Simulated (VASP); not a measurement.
# Pt (P-1) in VASP: single point with r2SCAN

Aim: the single point of Pt with r2SCAN.

All numbers are computed with VASP 6.6.1; they aren't measurements. Logs are shortened: lines on timing, memory, paths and dates and some standing lists are left out, and cuts for length are marked.

## (1) The cell of the first run

The typed cell holds 2 atoms: a = 2.761 Å, b = 2.761 Å, c = 4.792 Å, α = 90.00°, β = 90.00°, γ = 120.00°.

## (2) Single point, r2SCAN

POSCAR

```
Pt
1.0
    2.7606656158      0.0000000000      0.0000000000
   -1.3803328079      2.3908065546      0.0000000000
    0.0000000000      0.0000000000      4.7921340000
Pt
2
Direct
    0.3284440000      0.6879730000      0.2528560000
    0.6733180000      0.3227900000      0.7433810000
```

INCAR.step1

```
SYSTEM = Pt
PREC     = Accurate       ! precision mode
ENCUT    = 550            ! plane-wave cutoff, eV
ISMEAR   = 0              ! smearing method
SIGMA    = 0.05           ! smearing width, eV
LREAL    = .False.        ! projectors in reciprocal space
LASPH    = .True.         ! aspherical terms in the spheres
NELM     = 120            ! most SCF steps
NBANDS   = 25             ! bands
GGA      = PE             ! functional
ALGO     = Normal         ! electronic algorithm
EDIFF    = 1E-5           ! SCF threshold, eV
LWAVE    = .True.         ! write WAVECAR
LCHARG   = .False.        ! write CHGCAR
GGA_COMPAT= .False.
```

INCAR.step2

```
SYSTEM = Pt
PREC     = Accurate       ! precision mode
ENCUT    = 550            ! plane-wave cutoff, eV
EDIFF    = 1E-6           ! SCF threshold, eV
ISMEAR   = 0              ! smearing method
SIGMA    = 0.05           ! smearing width, eV
LREAL    = .False.        ! projectors in reciprocal space
LASPH    = .True.         ! aspherical terms in the spheres
NELM     = 120            ! most SCF steps
ALGO     = Normal         ! electronic algorithm
ISIF     = 2              ! what is computed and relaxed
LWAVE    = .False.        ! write WAVECAR
LCHARG   = .False.        ! write CHGCAR
METAGGA  = R2SCAN         ! meta-GGA
LMIXTAU  = .True.       
NBANDS   = 25             ! bands
ISTART   = 1            
GGA_COMPAT= .False.
```

KPOINTS

```
Automatic mesh
0
Gamma
  8 8 4
  0 0 0
```

Potentials or basis: VASP PAW PBE potentials, release 64 (Pt_sv_GW).

The run is started by

```bash
$ cat potpaw_PBE.64/Pt_sv_GW/POTCAR > POTCAR
$ cp INCAR.step1 INCAR
$ mpirun -np 1 vasp_std > vasp.out
$ cp INCAR.step2 INCAR
$ mpirun -np 1 vasp_std > vasp.out
```

OUTCAR:

```text
SYSTEM = Pt
   PREC = Accurate
   ENCUT = 550
   EDIFF = 1E-6
   ISMEAR = 0
   LREAL = .False.
   LASPH = .True.
   NELM = 120
   ISIF = 2
   METAGGA = R2SCAN
   ISTART = 1

 ion  position               nearest neighbor table
   1  0.328  0.688  0.253-   2 2.80   2 2.83   2 2.88   2 2.90   2 2.90   2 2.97
   2  0.673  0.323  0.743-   1 2.80   1 2.83   1 2.88   1 2.90   1 2.90   1 2.97

  LATTYP: Found a hexagonal cell.
 ALAT       =     2.7606656158
 C/A-ratio  =     1.7358618054

  Lattice vectors:

 A1 = (   2.7606656158,   0.0000000000,   0.0000000000)
 A2 = (  -1.3803328079,   2.3908065546,   0.0000000000)
 A3 = (   0.0000000000,   0.0000000000,   4.7921340000)

Analysis of symmetry for initial positions (statically):
=====================================================================
 Subroutine PRICEL returns:
 Original cell was already a primitive cell.

 Routine SETGRP: Setting up the symmetry group for a
 hexagonal supercell.

 Subroutine GETGRP returns: Found  2 space group operations
 (whereof  1 operations were pure point group operations)
 out of a pool of 24 trial point group operations.

The static configuration has the point symmetry C_1 .
 The point group associated with its full space group is S_2 .

Analysis of symmetry for dynamics (positions and initial velocities):
=====================================================================
 Subroutine PRICEL returns:
 Original cell was already a primitive cell.

 Routine SETGRP: Setting up the symmetry group for a
 hexagonal supercell.

 Subroutine GETGRP returns: Found  2 space group operations
 (whereof  1 operations were pure point group operations)
 out of a pool of 24 trial point group operations.

The dynamic configuration has the point symmetry C_1 .
 The point group associated with its full space group is S_2 .

 Subroutine INISYM returns: Found  2 space group operations
 (whereof  1 operations are pure point group operations),
 and found     1 'primitive' translations

----------------------------------------------------------------------------------------

                                     Primitive cell

  volume of cell :      31.6291

  direct lattice vectors                    reciprocal lattice vectors
     2.760665616  0.000000000  0.000000000     0.362231483  0.209134444  0.000000000
    -1.380332808  2.390806555  0.000000000     0.000000000  0.418268888  0.000000000
     0.000000000  0.000000000  4.792134000     0.000000000  0.000000000  0.208675300

  length of vectors
     2.760665616  2.760665616  4.792134000     0.418268888  0.418268888  0.208675300

  position of ions in fractional coordinates (direct lattice)
     0.328444000  0.687973000  0.252856000
     0.673318000  0.322790000  0.743381000

  ion indices of the primitive-cell ions
   primitive index   ion index
                 1           1
                 2           2

----------------------------------------------------------------------------------------

 KPOINTS: Automatic mesh

Automatic generation of k-mesh.
 Grid dimensions read from file:
 generate k-points for:    8    8    4

 Generating k-lattice:

  Cartesian coordinates                     Fractional coordinates (reciprocal lattice)
     0.045278935  0.026141806  0.000000000     0.125000000  0.000000000  0.000000000
     0.000000000  0.052283611  0.000000000     0.000000000  0.125000000  0.000000000
     0.000000000  0.000000000  0.052168825     0.000000000  0.000000000  0.250000000

  Length of vectors
     0.052283611  0.052283611  0.052168825

  Shift w.r.t. Gamma in fractional coordinates (k-lattice)
     0.000000000  0.000000000  0.000000000

 Subroutine IBZKPT returns following result:
 ===========================================

 Found    132 irreducible k-points:

 Following reciprocal coordinates:
            Coordinates               Weight
  0.000000  0.000000  0.000000      1.000000
  0.125000  0.000000  0.000000      2.000000
  0.000000  0.125000  0.000000      2.000000
 -0.125000  0.125000  0.000000      2.000000
  0.250000  0.000000  0.000000      2.000000
  0.000000  0.250000  0.000000      2.000000
[... 16 lines left out ...]
  0.375000  0.125000  0.000000      2.000000
 -0.125000  0.500000  0.000000      2.000000
 [... further k-points ...]
   k-points           NKPTS =    132   k-points in BZ     NKDIM =    132   number of bands    NBANDS=     25
   number of dos      NEDOS =    301   number of ions     NIONS =      2
   total plane-waves  NPLWV =  23040
   dimension x,y,z NGX =    24 NGY =   24 NGZ =   40
   dimension x,y,z NGXF=    48 NGYF=   48 NGZF=   80
   ions per type =               2
   NGX,Y,Z   is equivalent  to a cutoff of  14.45, 14.45, 13.88 a.u.
   NGXF,Y,Z  is equivalent  to a cutoff of  28.91, 28.91, 27.75 a.u.
 SYSTEM =  Pt
   PREC   = accura    normal or accurate (medium, high low for compatibility)
   ISTART =      1    job   : 0-new  1-cont  2-samecut
   ICHARG =      0    charge: 1-file 2-atom 10-const
   ISPIN  =      1    spin polarized calculation?
   LNONCOLLINEAR =      F non collinear calculations
   LSORBIT =      F    spin-orbit coupling
   LASPH  =      T    aspherical Exc in radial PAW
   ENCUT  =  550.0 eV  40.42 Ry    6.36 a.u.   5.28  5.28  9.16*2*pi/ulx,y,z
   NELM   =    120;   NELMIN=  2; NELMDL=  0     # of ELM steps
   EDIFF  = 0.1E-05   stopping-criterion for ELM
   LREAL  =      F    real-space projection
   EDIFFG = 0.1E-04   stopping-criterion for IOM
   NSW    =      0    number of steps for IOM
   IBRION =     -1    ionic relax: 0-MD 1-quasi-New 2-CG
   NFREE  =      0    steps in history (QN), initial steepest desc. (CG)
   ISIF   =      2    stress and relaxation
   ISYM   =      2    0-nonsym 1-usesym 2-fastsym
   POTIM  = 0.5000    time-step for ionic-motion
   TEBEG  =    0.0;   TEEND  =   0.0 temperature during run
   PSTRESS=    0.0 pullay stress
   NELECT =      36.0000    total number of electrons
   NUPDOWN=      -1.0000    fix difference up-down
   EMIN   =  10.00;   EMAX   =-10.00  energy-range for DOS
   EFERMI =   0.00;   METHOD = LEGACY
   ISMEAR =     0;   SIGMA  =   0.05  broadening in eV -4-tet -1-fermi 0-gaus
   EFERMI_NEDOS =   21; number of points for ismear=-14 and -15
   IALGO  =     38    algorithm
   IMIX   =      4    mixing-type and parameters
     AMIX     =   0.40;   BMIX     =  1.00
     AMIX_MAG =   1.60;   BMIX_MAG =  1.00
  volume/ion in A,a.u.               =      15.81       106.72
  Fermi-wavevector in a.u.,A,eV,Ry     =   1.709280  3.230071 39.751310  2.921639
  Thomas-Fermi vector in A             =   2.787793
   LORBIT       =      0    0 simple, 1 ext, 2 COOP (PROOUT), +10 PAW based schemes
   METAGGA = R2SCAN    functional components
   LHFCALC =     F    Hartree Fock is set to
   AEXX    =    0.0000 exact exchange contribution
   IVDW    =     0    specifies the selected vdW correction
   LEPSILON=     F    determine dielectric tensor
   LRPA    =     F    only Hartree local field effects (RPA)
 non-spin polarized calculation
 Gauss-broadening in eV      SIGMA  =   0.05
  energy-cutoff  :      550.00
  volume of cell :       31.63
 maximum number of plane-waves:       937
 NGX is ok and might be reduce to    24
   NGX = 11   NGY = 11   NGZ = 19

 number of electron      36.0000000 magnetization

 Free energy of the ion-electron system (eV)
  ---------------------------------------------------
  ext. energy  EPLUGINS =         0.00000000
  ---------------------------------------------------
  free energy    TOTEN  =      -102.62921818 eV

  energy without entropy =     -102.62474245  energy(sigma->0) =     -102.62698032

 E-fermi :   9.5647     XC(G=0): -14.8999

 val. band max:        9.5629664605   @ k =  -0.3750  -0.3750   0.2500
 cond. band min:       9.5666019452   @ k =  -0.1250   0.1250   0.0000
 fundamental gap:      0.0036354847
 Fermi energy:         9.5647494811

 k-point     1 :       0.0000    0.0000    0.0000
  band No.  band energies     occupation
      1     -90.8354      2.00000
      2     -90.8129      2.00000
      3     -44.5342      2.00000
      4     -44.3265      2.00000
      5     -44.2757      2.00000
      6     -44.2711      2.00000
[... 17 lines left out ...]
     24      27.6439      0.00000
     25      31.1897      0.00000

 k-point     2 :       0.1250    0.0000    0.0000
  band No.  band energies     occupation
      1     -90.8319      2.00000
      2     -90.8106      2.00000
      3     -44.5149      2.00000
      4     -44.3774      2.00000
      5     -44.3297      2.00000
      6     -44.3014      2.00000
[... 17 lines left out ...]
     24      28.0503      0.00000
     25      29.0584      0.00000

 k-point     3 :       0.0000    0.1250    0.0000
  band No.  band energies     occupation
      1     -90.8318      2.00000
      2     -90.8107      2.00000
      3     -44.5143      2.00000
      4     -44.3821      2.00000
      5     -44.3317      2.00000
      6     -44.2981      2.00000
[... 17 lines left out ...]
     24      28.1666      0.00000
     25      29.1607      0.00000

 k-point     4 :      -0.1250    0.1250    0.0000
  band No.  band energies     occupation
      1     -90.8317      2.00000
      2     -90.8108      2.00000
      3     -44.5171      2.00000
      4     -44.3462      2.00000
      5     -44.3359      2.00000
      6     -44.3056      2.00000
[... 17 lines left out ...]
     24      27.6901      0.00000
     25      29.2767      0.00000
[... 477 lines left out ...]
 k-point    22 :       0.3750   -0.1250    0.0000
  band No.  band energies     occupation
      1     -90.8118      2.00000
      2     -90.7985      2.00000
      3     -44.5822      2.00000
      4     -44.5471      2.00000
      5     -44.4263      2.00000
      6     -44.4027      2.00000
[... 17 lines left out ...]
     24      25.9721      0.00000
     25      27.0911      0.00000

 k-point    23 :       0.3750    0.1250    0.0000
  band No.  band energies     occupation
      1     -90.8015      2.00000
      2     -90.7952      2.00000
      3     -44.6844      2.00000
      4     -44.6457      2.00000
      5     -44.4321      2.00000
      6     -44.3730      2.00000
[... 17 lines left out ...]
     24      22.5826      0.00000
     25      24.3661      0.00000

 k-point    24 :      -0.1250    0.5000    0.0000
  band No.  band energies     occupation
      1     -90.8012      2.00000
      2     -90.7955      2.00000
      3     -44.6870      2.00000
      4     -44.6441      2.00000
      5     -44.4333      2.00000
      6     -44.3709      2.00000
[... 17 lines left out ...]
     24      22.5469      0.00000
     25      24.1399      0.00000

 [... further k-points ...]
[... 5 lines left out ...]
  --------------------------------------------------------------------------------------
  -------------------------------------------------------------------------------------
  Total       -1.4990247     -1.5518618     -1.5686408     -0.0700783      0.0535473     -0.0251667
  in kB      -75.9332800    -78.6097499    -79.4596945     -3.5498236      2.7124468     -1.2748235
  external PRESSURE =     -78.0009081 kB  Pullay stress =       0.0000000 kB

 VOLUME and BASIS-vectors are now :
 -----------------------------------------------------------------------------
  energy-cutoff  :      550.00
  volume of cell :       31.63
      direct lattice vectors                 reciprocal lattice vectors
     2.760665616  0.000000000  0.000000000     0.362231483  0.209134444  0.000000000
    -1.380332808  2.390806555  0.000000000     0.000000000  0.418268888  0.000000000
     0.000000000  0.000000000  4.792134000     0.000000000  0.000000000  0.208675300

 POSITION                                       TOTAL-FORCE (eV/Angst)
 -----------------------------------------------------------------------------------
     -0.04291      1.64481      1.21172        -0.095226      0.033043     -0.432525
      1.41325      0.77173      3.56238         0.095226     -0.033043      0.432525
 -----------------------------------------------------------------------------------
    total drift:                               -0.000005      0.000001     -0.000005

  FREE ENERGIE OF THE ION-ELECTRON SYSTEM (eV)
  ---------------------------------------------------
  free  energy   TOTEN  =      -102.6292181767 eV

  energy  without entropy=     -102.6247424535  energy(sigma->0) =     -102.62698032
```

Run time: 4.6 min. Hardware: 1 thread of Intel Xeon Platinum 8259CL at 2.50GHz (Skylake/Cascade Lake), shared host; peak memory 0.24 GiB.

Results:

| Item | Value |
| --- | --- |
| Free energy | -102.6292 eV |
| Pressure | -7.8 GPa |
| Largest force | 0.444 eV/Å |
| Band gap on the k mesh | zero (band 18 reaches 10.16 eV, above the bottom of band 19 at 8.77 eV) |

Forces on the atoms (eV/Å):
```
Pt  -0.095  0.033 -0.433
Pt   0.095 -0.033  0.433
```

Caveat: the PAW data sets were made with another functional, which shifts forces and pressure a little; spin-orbit coupling is left out, which moves the levels of the heavy elements.
